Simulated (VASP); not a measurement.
Input of a VASP 6.6.1 run:

Contents of POSCAR:

```
BN
1.0
    2.5539396017      0.0000000000      0.0000000000
   -1.2769698009      2.2117765748      0.0000000000
    0.0000000000      0.0000000000      4.2268550000
B N
2 2
Direct
    0.6666666667      0.3333333333      0.9997240000
    0.3333333333      0.6666666667      0.4997240000
    0.4904682947      0.3333333333      0.7317381332
    0.3333333333      0.6666666667      0.1252760000
```

INCAR.step1

```
PREC = Accurate
ENCUT = 520
ISMEAR = 0
SIGMA = 0.05
LREAL = False
LASPH = True
NELM = 60
NBANDS = 16
GGA = PE
ALGO = Normal
EDIFF = 1E-4
LWAVE = True
LCHARG = False
```

INCAR.step2

```
PREC = Accurate
ENCUT = 520
EDIFF = 1E-6
ISMEAR = 0
SIGMA = 0.05
LREAL = False
LASPH = True
NELM = 60
ALGO = Normal
ISIF = 2
LWAVE = False
LCHARG = True
METAGGA = R2SCAN
LMIXTAU = True
LELF = True
LVHAR = True
NBANDS = 16
ISTART = 1
```

The input KPOINTS:

```
Automatic mesh
0
Gamma
  12 12 6
```

Potentials or basis: VASP PAW PBE potentials, release 64 (B, N).

The run is started by

```console
$ cat potpaw_PBE.64/B/POTCAR potpaw_PBE.64/N/POTCAR > POTCAR
$ cp INCAR.step1 INCAR
$ mpirun -np 1 vasp_std > vasp.out
$ cp INCAR.step2 INCAR
$ mpirun -np 1 vasp_std > vasp.out
```

Question: Estimate the band gap on the k mesh.

Answer: 0.58 eV, indirect (least direct gap 3.42 eV).

Question: What does it give for the pressure?

Answer: 48.8 GPa.

Stress tensor (GPa, compression positive):
```
39.83  2.96 13.76
 2.96 21.62  4.60
13.76  4.60 84.93
```

Caveat: the cell differs from its parent crystal (atom 3 (N) moved by (-0.450, +0.450) A along x and z); the PAW data sets were made with another functional, which shifts forces and pressure a little. A k mesh can miss the band edges.
